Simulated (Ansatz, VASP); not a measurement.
## One calculation of Sc4Te, two programs

```xyz
5
Lattice="5.9793 0.0000 0.0000 -2.9896 5.1782 0.0000 0.0000 0.0000 5.3695" Properties=species:S:1:pos:R:3 pbc="T T T"
Sc    0.0000    0.0000    2.6847
Sc    2.9896    0.0000    0.0000
Sc   -1.4948    2.5891    0.0000
Sc    1.4948    2.5891    0.0000
Te    0.0000    0.0000    0.0000
```

Alike in both runs: functional PBE; k mesh 6 × 6 × 4; occupations gaussian, width 0.1 eV; no spin polarisation.

Ansatz relaxed the structure, and its values are those at the end. VASP's run is a single point on that final structure, the one shown.

```csv
,VASP,Ansatz
version,VASP 6.6.1,Ansatz 0.2.0
potentials or method,"VASP PAW PBE potentials, release 64 (Sc_sv, Te), cutoff 520 eV","scalar-relativistic, plane waves, PAW"
valence electrons in the cell,50,60
```

```csv
,VASP,Ansatz,Ansatz less VASP
gap on the k mesh at the Fermi level (eV),none,none,-
pressure (GPa),0.2,0.1,-0.06
```

A gap of «none» marks a metal or a gap that the smearing closes. VASP's potentials hold 50 valence electrons a cell and Ansatz's 60, so a difference there can come from the potentials and not from the codes.

Neither program's run includes spin-orbit coupling.
